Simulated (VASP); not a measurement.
# TiSi16 (a cell with a defect) in VASP: further runs, part 2 of 2

VASP 6.6.1. The steps go on from the part before.

**4. Single point, PBEsol**

INCAR

```
SYSTEM = TiSi16
ALGO = Normal
EDIFF = 1E-7
ENCUT = 520
GGA = PS
ISIF = 2
ISMEAR = 0
LASPH = .TRUE.
LCHARG = .FALSE.
LREAL = Auto
LWAVE = .FALSE.
NBANDS = 52
NELM = 100
PREC = Accurate
SIGMA = 0.05
```

KPOINTS

```
k-points
0
G
  2 2 2
  0 0 0
```

POSCAR

```
TiSi16
1.0
    0.0000000000      5.4300000000      5.4300000000
    5.4300000000      0.0000000000      5.4300000000
    5.4300000000      5.4300000000      0.0000000000
Si Ti
16 1
Direct
   -0.0024557090     -0.0034744936      0.0033102210
    0.1213534991      0.1207778085      0.1371971455
    0.0002528545     -0.0001495396      0.5003208103
    0.1215127993      0.1206829650      0.6213273481
   -0.0024491713      0.5027725599      0.0032642726
    0.1302739411      0.6230523941      0.1237448435
   -0.0024963168      0.5027228361      0.4972464088
    0.1214616022      0.6367183241      0.6212833333
    0.5033394107     -0.0032578269      0.0032968692
    0.6240044199      0.1291057090      0.1237968692
    0.5034299263     -0.0034428177      0.4973166667
    0.6371767956      0.1208416206      0.6212397790
    0.5006949355      0.4995179558      0.0003822284
    0.6240015654      0.6232142726      0.1237969613
    0.5033798343      0.5028453959      0.4973267956
    0.6239822284      0.6230842541      0.6299693370
    0.2503500000      0.2497755985      0.7502916206
```

Run with:

```console
$ cat potpaw_PBE.64/Si/POTCAR potpaw_PBE.64/Ti_sv/POTCAR > POTCAR
$ mpirun -np 1 vasp_std > vasp.out
```

It took 3.3 min on 1 thread of AMD EPYC 9R45 (Zen 5), shared host; peak memory 0.47 GiB.

Results (log left out):

```
Free energy            : -98.3256 eV
Pressure               : 2.1 GPa
Largest force          : 0.006 eV/Å
Band gap on the k mesh : zero (bands 38 and 39 overlap by 0.41 eV)
```

Forces in eV/Å, atoms in the order of the input:
```
Si   0.001 -0.001  0.004
Si   0.000  0.004 -0.001
Si  -0.001 -0.003 -0.001
Si  -0.002  0.000 -0.001
Si  -0.004 -0.001 -0.001
Si   0.000 -0.001  0.000
Si   0.000  0.004  0.000
Si   0.001  0.000  0.002
Si   0.000 -0.003  0.000
Si   0.002 -0.002  0.001
Si   0.005  0.000  0.000
Si   0.000  0.003  0.001
Si   0.000 -0.003 -0.001
Si  -0.001 -0.002 -0.001
Si   0.000  0.000 -0.004
Si   0.000  0.000 -0.001
Ti   0.000  0.005  0.003
```

Levels at points of the mesh, in eV from the Fermi level:
```tsv
k point	band 33	band 34	band 35	band 36	band 37	band 38	band 39	band 40	band 41	band 42
(0.00, 0.00, 0.00)	-1.66	-0.95	-0.95	-0.95	-0.38	-0.38	-0.38	-0.13	-0.13	0.22
(0.50, 0.00, 0.00)	-1.93	-1.93	-1.30	-1.30	-0.27	0.03	0.03	0.44	0.44	0.79
(0.00, 0.50, 0.00)	-1.93	-1.93	-1.30	-1.30	-0.27	0.03	0.04	0.44	0.44	0.79
(0.00, 0.00, 0.50)	-1.93	-1.93	-1.30	-1.30	-0.27	0.03	0.04	0.44	0.44	0.79
(0.50, 0.50, 0.50)	-1.93	-1.93	-1.30	-1.30	-0.27	0.03	0.04	0.44	0.44	0.79
(0.50, 0.50, 0.00)	-2.41	-1.94	-1.94	-1.82	-0.71	-0.04	0.59	0.59	1.09	1.33
(0.00, 0.50, 0.50)	-2.41	-1.94	-1.94	-1.82	-0.71	-0.04	0.59	0.59	1.09	1.33
(0.50, 0.00, 0.50)	-2.41	-1.94	-1.94	-1.82	-0.71	-0.04	0.59	0.59	1.09	1.33
```

Caveat: the k points lie up to 0.50 Å⁻¹ apart; the PAW data sets were made with another functional, which shifts forces and pressure a little.

**5. Single point, PBEsol**

INCAR

```
SYSTEM = TiSi16
ALGO = Normal ; EDIFF = 1E-6
ENCUT = 520 ; GGA = PS
ISIF = 2 ; ISMEAR = 0
LASPH = .True. ; LCHARG = .False.
LREAL = Auto ; LWAVE = .False.
NBANDS = 52 ; NELM = 60
PREC = Accurate ; SIGMA = 0.05
```

KPOINTS

```
k-points
0
Gamma
  2 2 2
  0 0 0
```

POSCAR

```
TiSi16
1.0
    0.0000000000      5.4300000000      5.4300000000
    5.4300000000      0.0000000000      5.4300000000
    5.4300000000      5.4300000000      0.0000000000
Si Ti
16 1
Direct
    0.0023737569      0.0011831492      0.0020763352
    0.1257628913      0.1246905157      0.1256339779
    0.0022779926      0.0010857274      0.4960662063
    0.1228861878      0.1215081031      0.6286152855
    0.0023173112      0.4951014733      0.0019988950
    0.1229815838      0.6276574586      0.1223668508
   -0.0110401473      0.5035434622      0.5044867403
    0.1226492634      0.6275964088      0.6285645488
    0.4962289134      0.0011469613      0.0020092081
    0.6288611418      0.1216865562      0.1224427256
    0.5047424494     -0.0124560773      0.5044711786
    0.6287012891      0.1214583794      0.6284567219
    0.5049186004      0.5037108656     -0.0117865562
    0.6288275322      0.6276286372      0.1221886740
    0.5045246777      0.5035581952      0.5042322284
    0.6259087477      0.6243697053      0.6250299263
    0.3758115101      0.3745319521      0.3752472376
```

Run with:

```console
$ cat potpaw_PBE.64/Si/POTCAR potpaw_PBE.64/Ti_sv/POTCAR > POTCAR
$ mpirun -np 1 vasp_std > vasp.out
```

Wall time 3 min (1 thread of AMD EPYC 9R45 (Zen 5), shared host); peak memory 0.46 GiB.

It converged, with:

```yaml
Free_energy: -98.3263 eV
Pressure: 2.1 GPa
Largest_force: 0.007 eV/Å
Band_gap_on_the_k_mesh: zero (bands 38 and 39 overlap by 0.41 eV)
```

Forces in eV/Å, atoms in the order of the input:
```
Si   0.003  0.004  0.002
Si  -0.003 -0.003 -0.002
Si   0.001 -0.003  0.000
Si  -0.001 -0.003  0.000
Si   0.001  0.004 -0.001
Si  -0.001 -0.002 -0.001
Si  -0.001  0.001  0.000
Si  -0.003 -0.002  0.000
Si   0.000 -0.002  0.001
Si   0.000 -0.002 -0.002
Si  -0.002  0.007  0.000
Si   0.000 -0.002  0.000
Si  -0.001  0.001  0.002
Si   0.000 -0.002 -0.002
Si  -0.001  0.005  0.002
Si   0.005 -0.004 -0.001
Ti   0.003  0.004  0.002
```

Levels at points of the mesh, in eV from the Fermi level:
```
           k point  band 33  band 34  band 35  band 36  band 37  band 38  band 39  band 40  band 41  band 42
(0.00, 0.00, 0.00)    -1.66    -0.95    -0.95    -0.95    -0.38    -0.38    -0.37    -0.13    -0.12     0.22
(0.50, 0.00, 0.00)    -1.93    -1.93    -1.30    -1.30    -0.27     0.03     0.04     0.44     0.44     0.79
(0.00, 0.50, 0.00)    -1.93    -1.93    -1.30    -1.30    -0.27     0.03     0.04     0.44     0.44     0.79
(0.00, 0.00, 0.50)    -1.93    -1.93    -1.30    -1.30    -0.27     0.03     0.04     0.44     0.44     0.79
(0.50, 0.50, 0.50)    -1.93    -1.93    -1.30    -1.30    -0.27     0.03     0.03     0.44     0.44     0.79
(0.50, 0.50, 0.00)    -2.41    -1.94    -1.94    -1.82    -0.71    -0.04     0.59     0.59     1.09     1.33
(0.00, 0.50, 0.50)    -2.41    -1.94    -1.94    -1.82    -0.71    -0.04     0.59     0.59     1.09     1.33
(0.50, 0.00, 0.50)    -2.41    -1.94    -1.94    -1.82    -0.71    -0.04     0.59     0.59     1.09     1.33
```

Caveat: the k points lie up to 0.50 Å⁻¹ apart; the PAW data sets were made with another functional, which shifts forces and pressure a little.
